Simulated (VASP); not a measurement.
Here is a VASP 6.6.1 calculation.

The input INCAR:

```
PREC = Accurate
ENCUT = 600
EDIFF = 1E-6
ISMEAR = -1
SIGMA = 0.1
LREAL = False
LASPH = True
NELM = 60
ALGO = Normal
ISIF = 3
LWAVE = False
LCHARG = False
GGA = PE
IBRION = 2
NSW = 60
EDIFFG = -0.005
PSTRESS = 1300.0
```

File KPOINTS:

```
Automatic mesh
0
Gamma
  15 15 15
```

The input POSCAR:

```
V
1.0
    0.0000000000      2.1878727545      2.1878727545
    2.1878727545      0.0000000000      2.1878727545
    2.1878727545      2.1878727545      0.0000000000
V
2
Direct
   -0.1250000000     -0.1250000000     -0.1250000000
    0.1250000000      0.1250000000      0.1250000000
```

Potentials or basis: VASP PAW PBE potentials, release 64 (V_sv).

The run is started by

```sh
$ cat potpaw_PBE.64/V_sv/POTCAR > POTCAR
$ mpirun -np 1 vasp_std > vasp.out
```

Question: Predict the space group after relaxing (to 0.1 Å).

Answer: Fd-3m (No. 227).

Question: What does it give for the relaxed volume?

Answer: 10.55 Å³/atom.

Question: Predict the band gap on the k mesh.

Answer: Zero (bands 13 and 14 overlap by 2.76 eV).

The path:
```
step  energy change (eV)  largest force (eV/Å)  pressure (GPa)  volume (Å³)
   1              0.0000                0.0000          134.24        20.95
   2             -0.6548                0.0000          112.83        21.80
   3             -0.1325                0.0000          129.92        21.11
   4             -0.1299                0.0000          129.99        21.10
```

Caveat: the cell is relaxed towards a set pressure, so the run minimises the enthalpy, not the energy; atoms lie so close that the PAW spheres overlap strongly, which falsifies energies and pressures.
